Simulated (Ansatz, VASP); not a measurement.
## Sn4P: VASP beside Ansatz

INCAR

```
PREC     = Accurate       # precision mode
ENCUT    = 600            # plane-wave cutoff, eV
EDIFF    = 1E-6           # SCF threshold, eV
ISMEAR   = 0              # smearing method
SIGMA    = 0.1            # smearing width, eV
LREAL    = F              # projectors in reciprocal space
LASPH    = T              # aspherical terms in the spheres
NELM     = 80             # most SCF steps
ALGO     = Normal         # electronic algorithm
ISIF     = 3              # what is computed and relaxed
LWAVE    = F              # write WAVECAR
LCHARG   = F              # write CHGCAR
GGA      = PE             # functional
IBRION   = 2              # ionic algorithm
NSW      = 90             # ionic steps
EDIFFG   = -0.04          # ionic threshold
```

The input KPOINTS:

```
Automatic mesh
0
Gamma
  4 4 4
```

Contents of POSCAR:

```
Sn4P
1.0
   -3.1639796500      3.1639796500      3.1639796500
    3.1639796500     -3.1639796500      3.1639796500
    3.1639796500      3.1639796500     -3.1639796500
Sn P
4 1
Direct
    0.0000000000      0.0000000000      0.5000000000
    0.5000000000      0.0000000000      0.0000000000
    0.5000000000      0.5000000000      0.5000000000
    0.0000000000      0.5000000000      0.0000000000
    0.0000000000      0.0000000000      0.0000000000
```

Input for Ansatz:

```yaml
crystal:
  lattice:
    - [-3.16397965, 3.16397965, 3.16397965]
    - [3.16397965, -3.16397965, 3.16397965]
    - [3.16397965, 3.16397965, -3.16397965]
  atoms:
    - { symbol: Sn, position: [0.0, 0.0, 0.5] }
    - { symbol: Sn, position: [0.5, 0.0, 0.0] }
    - { symbol: Sn, position: [0.5, 0.5, 0.5] }
    - { symbol: Sn, position: [0.0, 0.5, 0.0] }
    - { symbol: P, position: [0.0, 0.0, 0.0] }
basis:
  ecutwfc: 420
kpoints:
  mp_grid: { grid: [4, 4, 4] }
hamiltonian:
  xc: pbe
scf:
  occupations: { method: gaussian, width: 0.1 }
  lower_state_search: "off"
output:
  forces: true
  stress: true
  eigenvalues: true
relax:
  adjacent_minimum: "off"
  f_tol: 0.04
  max_steps: 70
  cell: { stress_tol: 0.4 }
```

Change from the starting cell: species swapped into the NiHg4 type (Im-3m, No. 229).

Alike in both runs: task relaxation of cell and atoms; functional PBE; k mesh 4 × 4 × 4; occupations gaussian, width 0.1 eV; no spin polarisation.

|  | VASP | Ansatz |
| --- | --- | --- |
| version | VASP 6.6.1 | Ansatz 0.2.0 |
| potentials or method | VASP PAW PBE potentials, release 64 (Sn_d, P), cutoff 600 eV | scalar-relativistic, plane waves, PAW |
| valence electrons in the cell | 61 | 61 |

```tsv
	VASP	Ansatz	Ansatz less VASP
gap on the k mesh at the Fermi level, each at its own relaxed structure (eV)	none	none	-
relaxed volume (Å³/atom)	29.15	29.23	+0.076
relaxed length of the cell vector where the two differ most in proportion (Å)	5.742	5.747	+0.0050
```

A gap of «none» marks a metal or a gap that the smearing closes.

Noted on VASP's run: the volume moved by over 15 % at a fixed basis, so the end points are rough.
